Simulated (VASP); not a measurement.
# HfPdSe2 (P4/mmm) in VASP: single point with PBE

Aim: the single point of HfPdSe2 with PBE.

Everything below comes from runs of VASP 6.6.1. Logs are shortened: lines on timing, memory, paths and dates and some standing lists are left out, and cuts for length are marked.

## Step 1: The cell of the first run

The structure is tetragonal, space group P4/mmm (No. 123). Conventional cell: a = 3.779 Å, b = 3.779 Å, c = 5.748 Å, α = 90.00°, β = 90.00°, γ = 90.00°. Within 3.5 Å of Hf (site symmetry 4/mmm) lie 4 Se at 2.67 Å and 2 Pd at 2.87 Å. Within 3.5 Å of Pd (site symmetry 4/mmm) lie 4 Se at 2.67 Å and 2 Hf at 2.87 Å. Within 3.5 Å of Se (site symmetry 4/mmm) lie 4 Hf at 2.67 Å and 2 Se at 2.87 Å. Se (site symmetry 4/mmm) has 4 Pd at 2.67 Å and 2 Se at 2.87 Å within 3.5 Å.

## Step 2: Single point, PBE

File POSCAR:

```
HfPdSe2
1.0
    3.7791162410      0.0000000000      0.0000000000
    0.0000000000      3.7791162410      0.0000000000
    0.0000000000      0.0000000000      5.7483698815
Hf Pd Se
1 1 2
Direct
    0.0000000000      0.0000000000      0.5000000000
    0.0000000000      0.0000000000      0.0000000000
    0.5000000000      0.5000000000      0.5000000000
    0.5000000000      0.5000000000      0.0000000000
```

File INCAR.step1:

```
SYSTEM = HfPdSe2
  PREC = Accurate
  ENCUT = 520
  EDIFF = 1E-6
  ISMEAR = 0
  SIGMA = 0.1
  LREAL = .False.
  LASPH = .True.
  NELM = 100
  ALGO = Normal
  ISIF = 2
  LWAVE = .False.
  LCHARG = .True.
  LMAXMIX = 4
  GGA = PE
  NBANDS = 24
```

File KPOINTS.step1:

```
regular mesh
0
Gamma
  12 12 8
  0 0 0
```

File INCAR.step2:

```
SYSTEM = HfPdSe2
  PREC = Accurate
  ENCUT = 520
  EDIFF = 1E-6
  ISMEAR = -5
  SIGMA = 0.1
  LREAL = .False.
  LASPH = .True.
  NELM = 100
  ALGO = Normal
  ISIF = 2
  LWAVE = .False.
  LCHARG = .False.
  LMAXMIX = 4
  GGA = PE
  LORBIT = 11
  NEDOS = 2001
  ICHARG = 11
```

File KPOINTS.step2:

```
regular mesh
0
Gamma
  18 18 12
  0 0 0
```

Potentials or basis: VASP PAW PBE potentials, release 64 (Hf_pv, Pd, Se).

Command:

```
$ cat potpaw_PBE.64/Hf_pv/POTCAR potpaw_PBE.64/Pd/POTCAR potpaw_PBE.64/Se/POTCAR > POTCAR
$ cp INCAR.step1 INCAR
$ cp KPOINTS.step1 KPOINTS
$ mpirun -np 1 vasp_std > vasp.out
$ cp INCAR.step2 INCAR
$ cp KPOINTS.step2 KPOINTS
$ mpirun -np 1 vasp_std > vasp.out
```

OUTCAR:

```text
SYSTEM = HfPdSe2
   PREC = Accurate
   ENCUT = 520
   EDIFF = 1E-6
   ISMEAR = -5
   LREAL = .False.
   LASPH = .True.
   NELM = 100
   ISIF = 2
   GGA = PE
   LORBIT = 11
   ICHARG = 11

 ion  position               nearest neighbor table
   1  0.000  0.000  0.500-   3 2.67   3 2.67   3 2.67   3 2.67   2 2.87   2 2.87
   2  0.000  0.000  0.000-   4 2.67   4 2.67   4 2.67   4 2.67   1 2.87   1 2.87
   3  0.500  0.500  0.500-   1 2.67   1 2.67   1 2.67   1 2.67
   4  0.500  0.500  0.000-   2 2.67   2 2.67   2 2.67   2 2.67

  LATTYP: Found a simple tetragonal cell.
 ALAT       =     3.7791162410
 C/A-ratio  =     1.5210884013

  Lattice vectors:

 A1 = (   3.7791162410,   0.0000000000,   0.0000000000)
 A2 = (   0.0000000000,   3.7791162410,   0.0000000000)
 A3 = (   0.0000000000,   0.0000000000,   5.7483698815)

Analysis of symmetry for initial positions (statically):
=====================================================================
 Subroutine PRICEL returns:
 Original cell was already a primitive cell.

 Routine SETGRP: Setting up the symmetry group for a
 simple tetragonal supercell.

 Subroutine GETGRP returns: Found 16 space group operations
 (whereof 16 operations were pure point group operations)
 out of a pool of 16 trial point group operations.

The static configuration has the point symmetry D_4h.

Analysis of symmetry for dynamics (positions and initial velocities):
=====================================================================
 Subroutine PRICEL returns:
 Original cell was already a primitive cell.

 Routine SETGRP: Setting up the symmetry group for a
 simple tetragonal supercell.

 Subroutine GETGRP returns: Found 16 space group operations
 (whereof 16 operations were pure point group operations)
 out of a pool of 16 trial point group operations.

The dynamic configuration has the point symmetry D_4h.

 Subroutine INISYM returns: Found 16 space group operations
 (whereof 16 operations are pure point group operations),
 and found     1 'primitive' translations

----------------------------------------------------------------------------------------

                                     Primitive cell

  volume of cell :      82.0966

  direct lattice vectors                    reciprocal lattice vectors
     3.779116241  0.000000000  0.000000000     0.264612131  0.000000000  0.000000000
     0.000000000  3.779116241  0.000000000     0.000000000  0.264612131  0.000000000
     0.000000000  0.000000000  5.748369882     0.000000000  0.000000000  0.173962362

  length of vectors
[... 87 lines left out ...]
   NELM   =    100;   NELMIN=  2; NELMDL=  0     # of ELM steps
   EDIFF  = 0.1E-05   stopping-criterion for ELM
   LREAL  =      F    real-space projection
[... 7 lines left out ...]
   TEBEG  =    0.0;   TEEND  =   0.0 temperature during run
   PSTRESS=    0.0 pullay stress
   NELECT =      32.0000    total number of electrons
   NUPDOWN=      -1.0000    fix difference up-down
   EMIN   =  10.00;   EMAX   =-10.00  energy-range for DOS
   EFERMI =   0.00;   METHOD = LEGACY
   ISMEAR =    -5;   SIGMA  =   0.10  broadening in eV -4-tet -1-fermi 0-gaus
   EFERMI_NEDOS =   21; number of points for ismear=-14 and -15
   IALGO  =     38    algorithm
   IMIX   =      4    mixing-type and parameters
     AMIX     =   0.40;   BMIX     =  1.00
     AMIX_MAG =   1.60;   BMIX_MAG =  1.00
  volume/ion in A,a.u.               =      20.52       138.50
  Fermi-wavevector in a.u.,A,eV,Ry     =   1.195868  2.259862 19.457681  1.430099
  Thomas-Fermi vector in A             =   2.331822
   LORBIT       =     11    0 simple, 1 ext, 2 COOP (PROOUT), +10 PAW based schemes
   GGA     = PE    functional components
   LHFCALC =     F    Hartree Fock is set to
   AEXX    =    0.0000 exact exchange contribution
   IVDW    =     0    specifies the selected vdW correction
   LEPSILON=     F    determine dielectric tensor
   LRPA    =     F    only Hartree local field effects (RPA)
 non-spin polarized calculation
 Fermi weights with tetrahedron method with Bloechl corrections
  energy-cutoff  :      520.00
  volume of cell :       82.10
 maximum number of plane-waves:      2244

 number of electron      31.9999998 magnetization

 Free energy of the ion-electron system (eV)
  ---------------------------------------------------
  ext. energy  EPLUGINS =         0.00000000
  ---------------------------------------------------
  free energy    TOTEN  =       -23.27453541 eV

  energy without entropy =      -23.27453541  energy(sigma->0) =      -23.27453541

 E-fermi :   6.4337     XC(G=0): -10.8715

 val. band max:        6.4641897052   @ k =   0.1111   0.0556   0.1667
 cond. band min:       6.3931243046   @ k =   0.5000   0.2222   0.2500
 fundamental gap:     -0.0710654007
 Fermi energy:         6.4337029882

 k-point     1 :       0.0000    0.0000    0.0000
  band No.  band energies     occupation
      1     -25.7951      2.00000
      2     -25.7951      2.00000
      3     -25.6533      2.00000
      4      -9.2204      2.00000
      5      -6.9301      2.00000
      6      -0.1148      2.00000
[... 541 lines left out ...]
     19       8.4978      0.00000
     20       9.1963      0.00000

 [... further k-points ...]
[... 5 lines left out ...]
  --------------------------------------------------------------------------------------
  -------------------------------------------------------------------------------------
  Total       -0.3241877     -0.3241877     -0.0378864      0.0000000      0.0000000     -0.0000000
  in kB       -6.3267677     -6.3267677     -0.7393819      0.0000000      0.0000000     -0.0000000
  external PRESSURE =      -4.4643057 kB  Pullay stress =       0.0000000 kB

 VOLUME and BASIS-vectors are now :
 -----------------------------------------------------------------------------
  energy-cutoff  :      520.00
  volume of cell :       82.10
      direct lattice vectors                 reciprocal lattice vectors
     3.779116241  0.000000000  0.000000000     0.264612131  0.000000000  0.000000000
     0.000000000  3.779116241  0.000000000     0.000000000  0.264612131  0.000000000
     0.000000000  0.000000000  5.748369882     0.000000000  0.000000000  0.173962362

 POSITION                                       TOTAL-FORCE (eV/Angst)
 -----------------------------------------------------------------------------------
      0.00000      0.00000      2.87418         0.000000      0.000000      0.000000
      0.00000      0.00000      0.00000         0.000000      0.000000      0.000000
      1.88956      1.88956      2.87418         0.000000      0.000000      0.000000
      1.88956      1.88956      0.00000         0.000000      0.000000      0.000000
 -----------------------------------------------------------------------------------
    total drift:                               -0.000000      0.000000      0.000000

  FREE ENERGIE OF THE ION-ELECTRON SYSTEM (eV)
  ---------------------------------------------------
  free  energy   TOTEN  =       -23.2745354055 eV

  energy  without entropy=      -23.2745354055  energy(sigma->0) =      -23.27453541

 total charge

# of ion       s       p       d       tot
------------------------------------------
    1        0.321   6.283   1.528   8.132
    2        0.454   0.369   8.554   9.377
    3        1.455   2.412   0.069   3.936
    4        1.509   2.147   0.063   3.719
--------------------------------------------------
tot          3.738  11.212  10.214  25.164
```

OSZICAR.step1:

```text
N       E                     dE             d eps       ncg     rms          rms(c)
DAV:   1     0.159942948180E+03    0.15994E+03   -0.15189E+04  6736   0.121E+03
DAV:   2    -0.156549861860E+02   -0.17560E+03   -0.16310E+03  8096   0.271E+02
DAV:   3    -0.242727185059E+02   -0.86177E+01   -0.84683E+01  8392   0.515E+01
DAV:   4    -0.243737811419E+02   -0.10106E+00   -0.10099E+00  7776   0.643E+00
DAV:   5    -0.243754193716E+02   -0.16382E-02   -0.16381E-02  8736   0.769E-01    0.329E+01
DAV:   6    -0.234142132304E+02    0.96121E+00   -0.21321E+00  7864   0.714E+00    0.238E+01
DAV:   7    -0.236271940771E+02   -0.21298E+00   -0.21445E+00  8256   0.111E+01    0.826E+00
DAV:   8    -0.233098599783E+02    0.31733E+00   -0.12575E+00  8360   0.106E+01    0.143E+00
DAV:   9    -0.232849143980E+02    0.24946E-01   -0.12947E-01  7928   0.282E+00    0.104E+00
DAV:  10    -0.232843824646E+02    0.53193E-03   -0.64691E-03  7912   0.510E-01    0.326E-01
DAV:  11    -0.232842531742E+02    0.12929E-03   -0.55538E-04  8544   0.132E-01    0.167E-01
DAV:  12    -0.232842519836E+02    0.11906E-05   -0.69479E-05  7984   0.463E-02    0.303E-02
DAV:  13    -0.232842503941E+02    0.15895E-05   -0.59876E-06  8392   0.161E-02    0.949E-03
DAV:  14    -0.232842500709E+02    0.32325E-06   -0.10255E-06  5224   0.579E-03
   1 F= -.23284250E+02 E0= -.23278396E+02  d E =-.117078E-01
```

Wall time 4.6 min (1 thread of Intel Xeon 6975P-C (Granite Rapids), shared host); peak memory 0.77 GiB.

Results:

```
Valence electrons inside the program's atomic spheres : Hf 8.13; Pd 9.38; Se 3.94, 3.72
```

Levels at points of the mesh, in eV from the Fermi level:
```csv
k point,band 14,band 15,band 16,band 17,band 18,band 19
"(0.00, 0.00, 0.00)",-2.09,-1.64,-1.64,-0.42,0.24,1.36
"(0.50, 0.00, 0.00)",-2.12,0.64,0.72,1.72,1.74,1.80
"(0.50, 0.50, 0.00)",-2.13,-1.85,-0.94,0.21,0.21,1.29
"(0.00, 0.00, 0.50)",-2.34,-2.34,-2.28,-2.26,0.20,0.22
"(0.50, 0.00, 0.50)",-2.07,-1.01,-0.71,1.10,1.62,1.66
"(0.50, 0.50, 0.50)",-2.16,-2.13,-1.63,-0.54,0.19,0.19
```

Caveat: spin-orbit coupling is left out, which moves the levels of the heavy elements; tetrahedron occupations give inexact forces and stress in metals.
